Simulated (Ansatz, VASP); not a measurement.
# Sc in VASP and in Ansatz

Contents of INCAR:

```
SYSTEM = Sc
PREC     = Accurate       ! precision mode
ENCUT    = 520            ! plane-wave cutoff, eV
EDIFF    = 1E-6           ! SCF threshold, eV
ISMEAR   = -1             ! smearing method
SIGMA    = 0.05           ! smearing width, eV
LREAL    = .False.        ! projectors in reciprocal space
LASPH    = .True.         ! aspherical terms in the spheres
NELM     = 100            ! most SCF steps
ALGO     = Normal         ! electronic algorithm
ISIF     = 2              ! what is computed and relaxed
LWAVE    = .False.        ! write WAVECAR
LCHARG   = .False.        ! write CHGCAR
GGA      = CA             ! functional
NBANDS   = 12             ! bands
```

The input KPOINTS:

```
Automatic mesh
0
Gamma
  15 15 15
  0 0 0
```

Contents of POSCAR:

```
Sc
1.0
    2.6952760472      0.0000000000      0.0000000000
    0.0000000000      2.6952760472      0.0000000000
    0.0000000000      0.0000000000      2.6952760472
Sc
1
Direct
    0.0000000000      0.0000000000      0.0000000000
```

Input for Ansatz:

```yaml
crystal:
  lattice:
    - [2.6952760472, 0.0, 0.0]
    - [0.0, 2.6952760472, 0.0]
    - [0.0, 0.0, 2.6952760472]
  atoms:
    - { symbol: Sc, position: [0.0, 0.0, 0.0] }
kpoints:
  mp_grid: { grid: [15, 15, 15] }
scf:
  occupations: { method: fermi_dirac, width: 0.05 }
hamiltonian:
  xc: lda
  pseudopotentials: { kind: paw }
output:
  forces: true
  stress: true
  eigenvalues: true
  populations: true
  write_density: true
  write_potential: true
  elf: true
  volumetric_format: npy
```

Change from the starting cell: volume scaled by 0.85, PAW files.

Alike in both runs: task single point; functional LDA; k mesh 15 × 15 × 15; occupations fermi-dirac, width 0.05 eV; no spin polarisation.

|  | VASP | Ansatz |
| --- | --- | --- |
| version | VASP 6.6.1 | Ansatz 0.2.0 |
| potentials or method | VASP PAW LDA potentials, release 64 (Sc_sv) | PAW with Ansatz's default frozen-core files, scalar-relativistic |
| plane-wave cutoff (eV) | 520 | 420 |
| valence electrons in the cell | 11 | 11 |

VASP gave:

| Quantity | Value |
| --- | --- |
| pressure (GPa) | 8.6 |

**Question.** Which values does Ansatz return?

**Answer.** Pressure (GPa): 8.4.

LDA's correlation is that of Perdew and Zunger in VASP and of Perdew and Wang (1992) in Ansatz.
